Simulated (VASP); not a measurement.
# NiO (Fm-3m) in VASP: a series of runs

The runs below take NiO through single point, with PBE.

All numbers are computed with VASP 6.6.1; they aren't measurements. Logs are shortened: lines on timing, memory, paths and dates and some standing lists are left out, and cuts for length are marked.

## Step 1: The cell of the first run

Symmetry: Fm-3m, No. 225, cubic system. The conventional cell has a = 4.172 Å, b = 4.172 Å, c = 4.172 Å, α = 90.00°, β = 90.00°, γ = 90.00°. Within 2.8 Å of Ni (site symmetry m-3m) lie 6 O at 2.09 Å. O (site symmetry m-3m) has 6 Ni at 2.09 Å within 2.8 Å.

## Step 2: Single point, PBE, collinear spin, zero start

INCAR reads:

```
ALGO = Normal
EDIFF = 1E-6
ENCUT = 520
GGA = PE
ISIF = 2
ISMEAR = -1
ISPIN = 2
LASPH = T
LCHARG = F
LMAXMIX = 4
LORBIT = 11
LREAL = F
LWAVE = F
MAGMOM = 0 0
NBANDS = 19
NELM = 150
NUPDOWN = 0.0
PREC = Accurate
SIGMA = 0.15
```

KPOINTS reads:

```
k-points
0
Gamma
  14 14 14
```

POSCAR reads:

```
NiO
1.0
    0.0000000000      2.0859020000      2.0859020000
    2.0859020000      0.0000000000      2.0859020000
    2.0859020000      2.0859020000      0.0000000000
Ni O
1 1
Direct
    0.0000000000      0.0000000000      0.0000000000
    0.5000000000      0.5000000000      0.5000000000
```

Potentials or basis: VASP PAW PBE potentials, release 64 (Ni, O).

Started as:

```bash
> cat potpaw_PBE.64/Ni/POTCAR potpaw_PBE.64/O/POTCAR > POTCAR
> mpirun -np 1 vasp_std > vasp.out
```

OUTCAR:

```text
EDIFF = 1E-6
   ENCUT = 520
   GGA = PE
   ISIF = 2
   ISMEAR = -1
   ISPIN = 2
   LASPH = T
   LORBIT = 11
   LREAL = F
   NELM = 150
   NUPDOWN = 0.0
   PREC = Accurate

 ion  position               nearest neighbor table
   1  0.000  0.000  0.000-   2 2.09   2 2.09   2 2.09   2 2.09   2 2.09   2 2.09
   2  0.500  0.500  0.500-   1 2.09   1 2.09   1 2.09   1 2.09   1 2.09   1 2.09

  LATTYP: Found a face centered cubic cell.
 ALAT       =     4.1718040000

  Lattice vectors:

 A1 = (   0.0000000000,   2.0859020000,   2.0859020000)
 A2 = (   2.0859020000,   0.0000000000,   2.0859020000)
 A3 = (   2.0859020000,   2.0859020000,   0.0000000000)

Analysis of symmetry for initial positions (statically):
=====================================================================
 Subroutine PRICEL returns:
 Original cell was already a primitive cell.

 Routine SETGRP: Setting up the symmetry group for a
 face centered cubic supercell.

 Subroutine GETGRP returns: Found 48 space group operations
 (whereof 48 operations were pure point group operations)
 out of a pool of 48 trial point group operations.

The static configuration has the point symmetry O_h .

Analysis of symmetry for dynamics (positions and initial velocities):
=====================================================================
 Subroutine PRICEL returns:
 Original cell was already a primitive cell.

 Routine SETGRP: Setting up the symmetry group for a
 face centered cubic supercell.

 Subroutine GETGRP returns: Found 48 space group operations
 (whereof 48 operations were pure point group operations)
 out of a pool of 48 trial point group operations.

The dynamic configuration has the point symmetry O_h .

Analysis of structural, dynamic, and magnetic symmetry:
=====================================================================
 Subroutine PRICEL returns:
 Original cell was already a primitive cell.

 Routine SETGRP: Setting up the symmetry group for a
 face centered cubic supercell.

 Subroutine GETGRP returns: Found 48 space group operations
 (whereof 48 operations were pure point group operations)
 out of a pool of 48 trial point group operations.

The overall configuration has the point symmetry O_h .

 Subroutine INISYM returns: Found 48 space group operations
 (whereof 48 operations are pure point group operations),
 and found     1 'primitive' translations
[... 108 lines left out ...]
   EMIN   =  10.00;   EMAX   =-10.00  energy-range for DOS
   EFERMI =   0.00;   METHOD = LEGACY
   ISMEAR =    -1;   SIGMA  =   0.15  broadening in eV -4-tet -1-fermi 0-gaus
   EFERMI_NEDOS =   21; number of points for ismear=-14 and -15
   IALGO  =     38    algorithm
   IMIX   =      4    mixing-type and parameters
     AMIX     =   0.40;   BMIX     =  1.00
     AMIX_MAG =   1.60;   BMIX_MAG =  1.00
  volume/ion in A,a.u.               =       9.08        61.25
  Fermi-wavevector in a.u.,A,eV,Ry     =   1.569679  2.966264 33.523300  2.463893
  Thomas-Fermi vector in A             =   2.671526
   LORBIT       =     11    0 simple, 1 ext, 2 COOP (PROOUT), +10 PAW based schemes
   GGA     = PE    functional components
   LHFCALC =     F    Hartree Fock is set to
   AEXX    =    0.0000 exact exchange contribution
   IVDW    =     0    specifies the selected vdW correction
   LEPSILON=     F    determine dielectric tensor
   LRPA    =     F    only Hartree local field effects (RPA)
 spin polarized calculation
  energy-cutoff  :      520.00
  volume of cell :       18.15
 maximum number of plane-waves:       531
 NGX is ok and might be reduce to    24
   NGX = 11   NGY = 11   NGZ = 11

 number of electron      16.0000001 magnetization      -0.0000000

 number of electron      16.0000001 magnetization       0.0000000

 Free energy of the ion-electron system (eV)
  ---------------------------------------------------
  ext. energy  EPLUGINS =         0.00000000
  ---------------------------------------------------
  free energy    TOTEN  =       -11.45076325 eV

  energy without entropy =      -11.29876093  energy(sigma->0) =      -11.37476209

 E-fermi :   7.9293     XC(G=0): -12.7064

 val. band max:        7.9079198627   @ k =  -0.3571   0.4286   0.1429
 cond. band min:       7.9420057144   @ k =  -0.2857   0.5000   0.2143
 fundamental gap:      0.0340858517
 Fermi energy:         7.9293492864

 spin component 1

 k-point     1 :       0.0000    0.0000    0.0000
  band No.  band energies     occupation
      1     -12.5476      1.00000
      2       4.8137      1.00000
      3       4.8137      1.00000
      4       4.8137      1.00000
      5       6.0337      1.00000
      6       6.0337      1.00000
[... 517 lines left out ...]
     18      38.2546      0.00000
     19      39.0513      0.00000

 [... further k-points ...]

 spin component 2

 k-point     1 :       0.0000    0.0000    0.0000
  band No.  band energies     occupation
      1     -12.5476      1.00000
      2       4.8137      1.00000
      3       4.8137      1.00000
      4       4.8137      1.00000
      5       6.0337      1.00000
      6       6.0337      1.00000
[... 517 lines left out ...]
     18      38.2546      0.00000
     19      39.0513      0.00000

 [... further k-points ...]
[... 5 lines left out ...]
  --------------------------------------------------------------------------------------
  -------------------------------------------------------------------------------------
  Total       -0.1145132     -0.1145132     -0.1145132      0.0000000      0.0000000      0.0000000
  in kB      -10.1077479    -10.1077479    -10.1077479      0.0000000      0.0000000      0.0000000
  external PRESSURE =     -10.1077479 kB  Pullay stress =       0.0000000 kB

 VOLUME and BASIS-vectors are now :
 -----------------------------------------------------------------------------
  energy-cutoff  :      520.00
  volume of cell :       18.15
      direct lattice vectors                 reciprocal lattice vectors
     0.000000000  2.085902000  2.085902000    -0.239704454  0.239704454  0.239704454
     2.085902000  0.000000000  2.085902000     0.239704454 -0.239704454  0.239704454
     2.085902000  2.085902000  0.000000000     0.239704454  0.239704454 -0.239704454

 POSITION                                       TOTAL-FORCE (eV/Angst)
 -----------------------------------------------------------------------------------
      0.00000      0.00000      0.00000         0.000000     -0.000000      0.000000
      2.08590      2.08590      2.08590         0.000000      0.000000      0.000000
 -----------------------------------------------------------------------------------
    total drift:                                0.000000     -0.000000     -0.000000

  FREE ENERGIE OF THE ION-ELECTRON SYSTEM (eV)
  ---------------------------------------------------
  free  energy   TOTEN  =       -11.4507632493 eV

  energy  without entropy=      -11.2987609314  energy(sigma->0) =      -11.37476209

 total charge

# of ion       s       p       d       tot
------------------------------------------
    1        0.325   0.390   8.342   9.058
    2        1.574   3.365   0.000   4.939
--------------------------------------------------
tot          1.899   3.755   8.342  13.997

 magnetization (x)

# of ion       s       p       d       tot
------------------------------------------
    1        0.000   0.000  -0.000  -0.000
    2        0.000   0.000   0.000   0.000
--------------------------------------------------
tot          0.000   0.000  -0.000   0.000
```

OSZICAR:

```text
N       E                     dE             d eps       ncg     rms          rms(c)
DAV:   1     0.844040474188E+02    0.84404E+02   -0.70872E+03  8462   0.109E+03
DAV:   2    -0.856517654044E+01   -0.92969E+02   -0.81143E+02  8204   0.237E+02
DAV:   3    -0.136573505093E+02   -0.50922E+01   -0.47939E+01  9067   0.556E+01
DAV:   4    -0.137027294875E+02   -0.45379E-01   -0.45321E-01  8839   0.513E+00
DAV:   5    -0.137034128165E+02   -0.68333E-03   -0.68328E-03  8969   0.624E-01    0.133E+01
DAV:   6    -0.131115791072E+02    0.59183E+00   -0.10662E+01 10524   0.553E+01    0.153E+01
DAV:   7    -0.115324673224E+02    0.15791E+01   -0.53077E+00 10159   0.479E+01    0.513E+00
DAV:   8    -0.114580682578E+02    0.74399E-01   -0.28134E-01 10277   0.883E+00    0.171E+00
DAV:   9    -0.114507735765E+02    0.72947E-02   -0.30177E-02 10518   0.250E+00    0.172E-01
DAV:  10    -0.114508604242E+02   -0.86848E-04   -0.23719E-03 11206   0.729E-01    0.121E-01
DAV:  11    -0.114507662448E+02    0.94179E-04   -0.38684E-04 11300   0.325E-01    0.282E-02
DAV:  12    -0.114507627964E+02    0.34484E-05   -0.20487E-05  9327   0.494E-02    0.507E-03
DAV:  13    -0.114507632493E+02   -0.45289E-06   -0.16104E-06  7948   0.103E-02
   1 F= -.11450763E+02 E0= -.11374762E+02  d E =-.152002E+00  mag=    -0.0000
```

stdout:

```text
POSCAR found type information on POSCAR NiO
 POSCAR found :  2 types and       2 ions
 scaLAPACK will be used
 LDA part: xc-table for (Slater+PW92), standard interpolation
 POSCAR, INCAR and KPOINTS ok, starting setup
 FFT: planning ... GRIDC
 FFT: planning ... GRID_SOFT
 FFT: planning ... GRID
 WAVECAR not read
 entering main loop
```

It took 26 s on 1 thread of Intel Xeon 6975P-C (Granite Rapids), shared host; peak memory 0.19 GiB.

What came out:

```yaml
Free_energy: -11.4508 eV
Pressure: -1.0 GPa
Net_moment: 0.00 μB per cell
Valence_electrons_inside_the_program's_atomic_spheres: Ni 9.06; O 4.94
```

Caveat: the total moment is fixed, so each spin has its own Fermi level.

## Step 3: Single point, PBE, collinear spin, ferromagnetic start

INCAR reads:

```
SYSTEM = NiO
  ALGO = Normal
  EDIFF = 1E-6
  ENCUT = 520
  GGA = PE
  ISIF = 2
  ISMEAR = -1
  ISPIN = 2
  LASPH = .True.
  LCHARG = .True.
  LELF = .True.
  LMAXMIX = 4
  LORBIT = 11
  LREAL = .False.
  LVHAR = .True.
  LWAVE = .False.
  MAGMOM = 0.38 0.05
  NBANDS = 19
  NELM = 150
  NUPDOWN = 0.4
  PREC = Accurate
  SIGMA = 0.15
```

KPOINTS reads:

```
k-points
0
Gamma
  14 14 14
  0 0 0
```

POSCAR is that of step 2.

Potentials or basis: VASP PAW PBE potentials, release 64 (Ni, O).

Started as:

```bash
> cat potpaw_PBE.64/Ni/POTCAR potpaw_PBE.64/O/POTCAR > POTCAR
> mpirun -np 1 vasp_std > vasp.out
```

Wall time 28 s (1 thread of Intel Xeon 6975P-C (Granite Rapids), shared host); peak memory 0.19 GiB.

The run converged. Its results:

```yaml
Free_energy: -11.4584 eV
Pressure: -0.7 GPa
Net_moment: 0.40 μB per cell
Site_moments: Ni +0.35; O +0.04 μB
Valence_electrons_inside_the_program's_atomic_spheres: Ni 9.05; O 4.94
```

Caveat: the total moment is fixed, so each spin has its own Fermi level.

## Step 4: Single point, PBE, collinear spin, ferromagnetic start

INCAR reads:

```
  PREC = Accurate
  ENCUT = 520
  EDIFF = 1E-6
  ISMEAR = -1
  SIGMA = 0.15
  LREAL = False
  LASPH = True
  NELM = 150
  ALGO = Normal
  ISIF = 2
  LWAVE = False
  LCHARG = False
  ISPIN = 2
  MAGMOM = 0.84 0.12
  LORBIT = 11
  NUPDOWN = 0.9
  LMAXMIX = 4
  GGA = PE
  NBANDS = 19
```

KPOINTS reads:

```
regular mesh
0
Gamma
  14 14 14
```

POSCAR is that of step 3.

Started as:

```bash
> cat potpaw_PBE.64/Ni/POTCAR potpaw_PBE.64/O/POTCAR > POTCAR
> mpirun -np 1 vasp_std > vasp.out
```

It took 28 s on 1 thread of Intel Xeon 6975P-C (Granite Rapids), shared host; peak memory 0.19 GiB.

Results (log left out):

- Free energy: -11.4865 eV
- Pressure: 0.7 GPa
- Net moment: 0.90 μB per cell
- Site moments: Ni +0.78; O +0.10 μB
- Valence electrons inside the program's atomic spheres: Ni 9.04; O 4.95

Caveat: the total moment is fixed, so each spin has its own Fermi level; a cell with one magnetic atom can't hold antiferromagnetic order, which such compounds often take.

## Step 5: Overview

| spin | fixed moment (μB) | pressure (GPa) | moment (μB) |
| --- | --- | --- | --- |
| collinear, zero start | 0.0 | -1.0 | 0.00 |
| collinear, ferromagnetic start | 0.4 | -0.7 | 0.40 |
| collinear, ferromagnetic start | 0.9 | 0.7 | 0.90 |

Alike in all rows: task single point; level PBE; potentials or basis VASP PAW PBE potentials, release 64 (Ni, O); cell as given; k mesh 14 × 14 × 14; cutoff (eV) 520; smearing fermi-dirac 0.15 eV.

Caveats: the total moment is fixed, so each spin has its own Fermi level; a cell with one magnetic atom can't hold antiferromagnetic order, which such compounds often take (at least some runs).

Absolute energies hang on the potentials; compare differences alone.
